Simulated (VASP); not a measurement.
Input of a VASP 6.6.1 run:

The input INCAR:

```
SYSTEM = Al2O3
ALGO = Normal
EDIFF = 1E-6
ENCUT = 520
GGA = PE
ISIF = 2
ISMEAR = 0
LASPH = .True.
LCHARG = .False.
LREAL = .False.
LWAVE = .False.
NBANDS = 35
NELM = 60
PREC = Accurate
SIGMA = 0.01
```

Contents of KPOINTS:

```
k-points
0
Gamma
  6 6 6
  0 0 0
```

POSCAR

```
Al2O3
1.0
    2.4042841257      1.3881140872      4.3745308076
   -2.4042841257      1.3881140872      4.3745308076
    0.0000000000     -2.7762281744      4.3745308076
Al O
4 6
Direct
    0.8521488403      0.8521488403      0.8521488403
    0.3521488403      0.3521488403      0.3521488403
    0.1478511597      0.1478511597      0.1478511597
    0.6478511597      0.6478511597      0.6478511597
    0.4438250151      0.0561749849      0.7500000000
    0.0561749849      0.7500000000      0.4438250151
    0.5561749849      0.9438250151      0.2500000000
    0.2500000000      0.5561749849      0.9438250151
    0.9438250151      0.2500000000      0.5561749849
    0.7500000000      0.4438250151      0.0561749849
```

Potentials or basis: VASP PAW PBE potentials, release 64 (Al, O).

Launch:

```console
$ cat potpaw_PBE.64/Al/POTCAR potpaw_PBE.64/O/POTCAR > POTCAR
$ mpirun -np 1 vasp_std > vasp.out
```

Problem. Predict the pressure.

Solution. -0.1 GPa.

Problem. What does it give for the largest force?

Solution. 0.003 eV/Å.

Forces on the atoms (eV/Å):
```
Al   0.000  0.000  0.003
Al   0.000  0.000  0.003
Al   0.000  0.000 -0.003
Al   0.000  0.000 -0.003
O    0.000  0.000  0.000
O    0.000  0.000  0.000
O    0.000  0.000  0.000
O    0.000  0.000  0.000
O    0.000  0.000  0.000
O    0.000  0.000  0.000
```
